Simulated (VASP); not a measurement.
HfRu:

```xyz
2
Lattice="3.2481 0.0000 0.0000 0.0000 3.2481 0.0000 0.0000 0.0000 3.2481" Properties=species:S:1:pos:R:3 pbc="T T T"
Hf    0.0000    0.0000    0.0000
Ru    1.6241    1.6241    1.6241
```

- Program: VASP 6.6.1
- Task: relaxation of cell and atoms
- Functional: LDA
- Potentials or basis: VASP PAW LDA potentials, release 64 (Hf_pv, Ru_pv)
- Cutoff: 600 eV
- k mesh: 14 × 14 × 14
- Occupations: gaussian, width 0.1 eV
- Spin: no spin polarisation

At the start: pressure -12.6 GPa; volume 17.13 Å³/atom.

How do energy, volume and symmetry change on relaxing?

Over 7 steps the energy falls by 43.7 meV/atom and the volume is 16.08 Å³/atom (-6.1 %); space group Pm-3m (No. 221, to 0.1 Å) before and after.

Step by step:
```tsv
step	energy change (eV)	largest force (eV/Å)	pressure (GPa)	volume (Å³)
1	0.0000	0.0000	-12.58	34.27
2	0.3944	0.0000	41.76	28.02
3	-0.0871	0.0000	-0.76	32.27
4	-0.0873	0.0000	-0.11	32.18
5	-0.0873	0.0000	0.18	32.14
6	-0.0873	0.0000	-0.33	32.21
7	-0.0873	0.0000	0.00	32.17
```

Final structure:
```
CELL_PARAMETERS angstrom
3.18029 0.00000 0.00000
0.00000 3.18029 0.00000
0.00000 0.00000 3.18029
ATOMIC_POSITIONS crystal
Hf 0.00000 0.00000 0.00000
Ru 0.50000 0.50000 0.50000
```
